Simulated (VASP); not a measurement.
# SrTiO3 (Pm-3m) in VASP: single point with PBEsol

Aim: the single point of SrTiO3 with PBEsol.

Everything below comes from runs of VASP 6.6.1. Logs are shortened: lines on timing, memory, paths and dates and some standing lists are left out, and cuts for length are marked.

## (1) The cell of the first run

The structure is cubic, space group Pm-3m (No. 221). Conventional cell: a = 3.956 Å, b = 3.956 Å, c = 3.956 Å, α = 90.00°, β = 90.00°, γ = 90.00°. Within 3.7 Å of Sr (site symmetry m-3m) lie 12 O at 2.80 Å and 8 Ti at 3.43 Å. Ti (site symmetry m-3m) has 6 O at 1.98 Å within 2.6 Å. Within 2.6 Å of O (site symmetry 4/mmm) lie 2 Ti at 1.98 Å.

## (2) Single point, PBEsol (12.39 Å³/atom)

INCAR reads:

```
SYSTEM = SrTiO3
  PREC = Accurate
  ENCUT = 520
  EDIFF = 1E-7
  ISMEAR = 0
  SIGMA = 0.01
  LREAL = .FALSE.
  LASPH = .TRUE.
  NELM = 60
  ALGO = Normal
  ISIF = 2
  LWAVE = .FALSE.
  LCHARG = .TRUE.
  GGA = PS
  LELF = .TRUE.
  LVHAR = .TRUE.
  NBANDS = 28
```

KPOINTS reads:

```
regular mesh
0
G
  8 8 8
  0 0 0
```

POSCAR reads:

```
SrTiO3
1.0
    3.9563874719      0.0000000000      0.0000000000
    0.0000000000      3.9563874719      0.0000000000
    0.0000000000      0.0000000000      3.9563874719
Sr Ti O
1 1 3
Direct
    0.5000000000      0.5000000000      0.5000000000
    0.0000000000      0.0000000000      0.0000000000
    0.5000000000      0.0000000000      0.0000000000
    0.0000000000      0.5000000000      0.0000000000
    0.0000000000      0.0000000000      0.5000000000
```

Potentials or basis: VASP PAW PBE potentials, release 64 (Sr_sv, Ti_sv, O).

Run with:

```
$ cat potpaw_PBE.64/Sr_sv/POTCAR potpaw_PBE.64/Ti_sv/POTCAR potpaw_PBE.64/O/POTCAR > POTCAR
$ mpirun -np 1 vasp_std > vasp.out
```

OUTCAR:

```text
SYSTEM = SrTiO3
   PREC = Accurate
   ENCUT = 520
   EDIFF = 1E-7
   ISMEAR = 0
   LREAL = .FALSE.
   LASPH = .TRUE.
   NELM = 60
   ISIF = 2
   GGA = PS

 ion  position               nearest neighbor table
   1  0.500  0.500  0.500-   3 2.80   4 2.80   5 2.80   3 2.80   4 2.80   3 2.80   5 2.80   3 2.80
                             4 2.80   5 2.80   4 2.80   5 2.80   2 3.43   2 3.43   2 3.43   2 3.43
   2  0.000  0.000  0.000-   3 1.98   4 1.98   5 1.98   5 1.98   4 1.98   3 1.98   1 3.43   1 3.43
                             1 3.43   1 3.43   1 3.43   1 3.43   1 3.43   1 3.43
   3  0.500  0.000  0.000-   2 1.98   2 1.98   1 2.80   1 2.80   1 2.80   1 2.80
   4  0.000  0.500  0.000-   2 1.98   2 1.98   1 2.80   1 2.80   1 2.80   1 2.80
   5  0.000  0.000  0.500-   2 1.98   2 1.98   1 2.80   1 2.80   1 2.80   1 2.80

  LATTYP: Found a simple cubic cell.
 ALAT       =     3.9563874719

  Lattice vectors:

 A1 = (   3.9563874719,   0.0000000000,   0.0000000000)
 A2 = (   0.0000000000,   3.9563874719,   0.0000000000)
 A3 = (   0.0000000000,   0.0000000000,   3.9563874719)

Analysis of symmetry for initial positions (statically):
=====================================================================
 Subroutine PRICEL returns:
 Original cell was already a primitive cell.

 Routine SETGRP: Setting up the symmetry group for a
 simple cubic supercell.

 Subroutine GETGRP returns: Found 48 space group operations
 (whereof 48 operations were pure point group operations)
 out of a pool of 48 trial point group operations.

The static configuration has the point symmetry O_h .

Analysis of symmetry for dynamics (positions and initial velocities):
=====================================================================
 Subroutine PRICEL returns:
 Original cell was already a primitive cell.

 Routine SETGRP: Setting up the symmetry group for a
 simple cubic supercell.

 Subroutine GETGRP returns: Found 48 space group operations
 (whereof 48 operations were pure point group operations)
 out of a pool of 48 trial point group operations.

The dynamic configuration has the point symmetry O_h .

 Subroutine INISYM returns: Found 48 space group operations
 (whereof 48 operations are pure point group operations),
 and found     1 'primitive' translations

----------------------------------------------------------------------------------------

[... 99 lines left out ...]
   LREAL  =      F    real-space projection
   EDIFFG = 0.1E-05   stopping-criterion for IOM
   NSW    =      0    number of steps for IOM
   IBRION =     -1    ionic relax: 0-MD 1-quasi-New 2-CG
   NFREE  =      0    steps in history (QN), initial steepest desc. (CG)
   ISIF   =      2    stress and relaxation
   ISYM   =      2    0-nonsym 1-usesym 2-fastsym
   POTIM  = 0.5000    time-step for ionic-motion
   TEBEG  =    0.0;   TEEND  =   0.0 temperature during run
   PSTRESS=    0.0 pullay stress
   NELECT =      40.0000    total number of electrons
   NUPDOWN=      -1.0000    fix difference up-down
   EMIN   =  10.00;   EMAX   =-10.00  energy-range for DOS
   EFERMI =   0.00;   METHOD = LEGACY
   ISMEAR =     0;   SIGMA  =   0.01  broadening in eV -4-tet -1-fermi 0-gaus
   EFERMI_NEDOS =   21; number of points for ismear=-14 and -15
   IALGO  =     38    algorithm
   IMIX   =      4    mixing-type and parameters
     AMIX     =   0.40;   BMIX     =  1.00
     AMIX_MAG =   1.60;   BMIX_MAG =  1.00
  volume/ion in A,a.u.               =      12.39        83.58
  Fermi-wavevector in a.u.,A,eV,Ry     =   1.415129  2.674206 27.246890  2.002590
  Thomas-Fermi vector in A             =   2.536599
   LORBIT       =      0    0 simple, 1 ext, 2 COOP (PROOUT), +10 PAW based schemes
   GGA     = PS    functional components
   LHFCALC =     F    Hartree Fock is set to
   AEXX    =    0.0000 exact exchange contribution
   IVDW    =     0    specifies the selected vdW correction
   LEPSILON=     F    determine dielectric tensor
   LRPA    =     F    only Hartree local field effects (RPA)
 non-spin polarized calculation
 Gauss-broadening in eV      SIGMA  =   0.01
  energy-cutoff  :      520.00
  volume of cell :       61.93
 maximum number of plane-waves:      1743
 NGX is ok and might be reduce to    30
   NGX = 15   NGY = 15   NGZ = 15

 number of electron      39.9999983 magnetization

 Free energy of the ion-electron system (eV)
  ---------------------------------------------------
  ext. energy  EPLUGINS =         0.00000000
  ---------------------------------------------------
  free energy    TOTEN  =       -41.94955953 eV

  energy without entropy =      -41.94955953  energy(sigma->0) =      -41.94955953

 E-fermi :   3.8304     XC(G=0): -11.3320

 val. band max:        3.7097932256   @ k =   0.5000   0.5000   0.5000
 cond. band min:       5.4422423867   @ k =   0.0000   0.0000   0.0000
 fundamental gap:      1.7324491611
 Fermi energy:         3.8304459345

 k-point     1 :       0.0000    0.0000    0.0000
  band No.  band energies     occupation
      1     -52.6505      2.00000
      2     -29.0558      2.00000
      3     -28.9865      2.00000
      4     -28.9865      2.00000
      5     -28.9865      2.00000
      6     -13.5069      2.00000
[... 733 lines left out ...]
     27      11.7129      0.00000
     28      12.1949      0.00000

 [... further k-points ...]

------------------------ aborting loop because EDIFF is reached ----------------------------------------

  FORCE on cell =-STRESS in cart. coord.  units (eV):
  Direction    XX          YY          ZZ          XY          YZ          ZX
  --------------------------------------------------------------------------------------
  -------------------------------------------------------------------------------------
  Total       -2.9916631     -2.9916631     -2.9916631     -0.0000000      0.0000000     -0.0000000
  in kB      -77.3974785    -77.3974785    -77.3974785     -0.0000000      0.0000000     -0.0000000
  external PRESSURE =     -77.3974785 kB  Pullay stress =       0.0000000 kB

 VOLUME and BASIS-vectors are now :
 -----------------------------------------------------------------------------
  energy-cutoff  :      520.00
  volume of cell :       61.93
      direct lattice vectors                 reciprocal lattice vectors
     3.956387472  0.000000000  0.000000000     0.252755830  0.000000000  0.000000000
     0.000000000  3.956387472  0.000000000     0.000000000  0.252755830  0.000000000
     0.000000000  0.000000000  3.956387472     0.000000000  0.000000000  0.252755830

 POSITION                                       TOTAL-FORCE (eV/Angst)
 -----------------------------------------------------------------------------------
      1.97819      1.97819      1.97819         0.000000      0.000000      0.000000
      0.00000      0.00000      0.00000         0.000000      0.000000      0.000000
      1.97819      0.00000      0.00000         0.000000      0.000000      0.000000
      0.00000      1.97819      0.00000         0.000000      0.000000      0.000000
      0.00000      0.00000      1.97819         0.000000      0.000000      0.000000
 -----------------------------------------------------------------------------------
    total drift:                                0.000000     -0.000000      0.000000

  FREE ENERGIE OF THE ION-ELECTRON SYSTEM (eV)
  ---------------------------------------------------
  free  energy   TOTEN  =       -41.9495595308 eV

  energy  without entropy=      -41.9495595308  energy(sigma->0) =      -41.94955953
```

OSZICAR:

```text
N       E                     dE             d eps       ncg     rms          rms(c)
DAV:   1     0.411059849937E+03    0.41106E+03   -0.20658E+04  1960   0.153E+03
DAV:   2    -0.866362376039E+01   -0.41972E+03   -0.40082E+03  2192   0.425E+02
DAV:   3    -0.494081391108E+02   -0.40745E+02   -0.40381E+02  2336   0.133E+02
DAV:   4    -0.517149055906E+02   -0.23068E+01   -0.23018E+01  3268   0.270E+01
DAV:   5    -0.517653357863E+02   -0.50430E-01   -0.50391E-01  2628   0.328E+00    0.254E+01
DAV:   6    -0.421213732397E+02    0.96440E+01   -0.51631E+01  2808   0.620E+01    0.143E+01
DAV:   7    -0.420778040646E+02    0.43569E-01   -0.80163E+00  2516   0.208E+01    0.106E+01
DAV:   8    -0.420439257921E+02    0.33878E-01   -0.16918E+00  2352   0.133E+01    0.309E+00
DAV:   9    -0.419645403707E+02    0.79385E-01   -0.38671E-01  2476   0.560E+00    0.128E+00
DAV:  10    -0.419567441938E+02    0.77962E-02   -0.10572E-01  2508   0.225E+00    0.779E-01
DAV:  11    -0.419496279499E+02    0.71162E-02   -0.29879E-02  3028   0.163E+00    0.145E-01
DAV:  12    -0.419495541692E+02    0.73781E-04   -0.20752E-03  2352   0.497E-01    0.113E-01
DAV:  13    -0.419495610056E+02   -0.68364E-05   -0.34279E-04  2924   0.135E-01    0.521E-02
DAV:  14    -0.419495671270E+02   -0.61214E-05   -0.10915E-04  2392   0.619E-02    0.284E-02
DAV:  15    -0.419495600640E+02    0.70631E-05   -0.14857E-05  2908   0.343E-02    0.160E-02
DAV:  16    -0.419495592933E+02    0.77061E-06   -0.90149E-06  2244   0.234E-02    0.487E-03
DAV:  17    -0.419495594973E+02   -0.20399E-06   -0.91337E-07  2372   0.605E-03    0.146E-03
DAV:  18    -0.419495595308E+02   -0.33482E-07   -0.11968E-07  1556   0.424E-03
   1 F= -.41949560E+02 E0= -.41949560E+02  d E =-.198929E-67
```

stdout:

```text
POSCAR found type information on POSCAR SrTiO
 POSCAR found :  3 types and       5 ions
 scaLAPACK will be used
 -----------------------------------------------------------------------------
|                                                                             |
|                                                                             |
|     You enforced a specific xc type in the INCAR file but a different       |
|     I HOPE YOU KNOW WHAT YOU ARE DOING!                                     |
|                                                                             |
 -----------------------------------------------------------------------------

 LDA part: xc-table for (Slater+PW92), standard interpolation
 POSCAR, INCAR and KPOINTS ok, starting setup
 FFT: planning ... GRIDC
 FFT: planning ... GRID_SOFT
 FFT: planning ... GRID
 WAVECAR not read
 entering main loop
```

Wall time 87 s (1 thread of AMD EPYC 7R13, shared host); peak memory 0.18 GiB.

What came out:

* Free energy: -41.9496 eV
* Pressure: -7.7 GPa
* Band gap on the k mesh: 1.73 eV (least direct gap 2.11 eV)

Levels at points of the mesh, in eV from the valence-band top:
```tsv
k point	band 18	band 19	band 20	band 21	band 22	band 23
(0.00, 0.00, 0.00)	-0.38	-0.38	-0.38	1.73	1.73	1.73
(0.50, 0.00, 0.00)	-1.91	-0.74	-0.74	1.89	3.58	3.58
(0.50, 0.50, 0.00)	-1.55	-1.55	-0.09	3.59	3.59	4.02
(0.50, 0.50, 0.50)	0.00	0.00	0.00	4.22	4.22	4.22
```

Caveat: the cell stands under tension; the PAW data sets were made with another functional, which shifts forces and pressure a little.
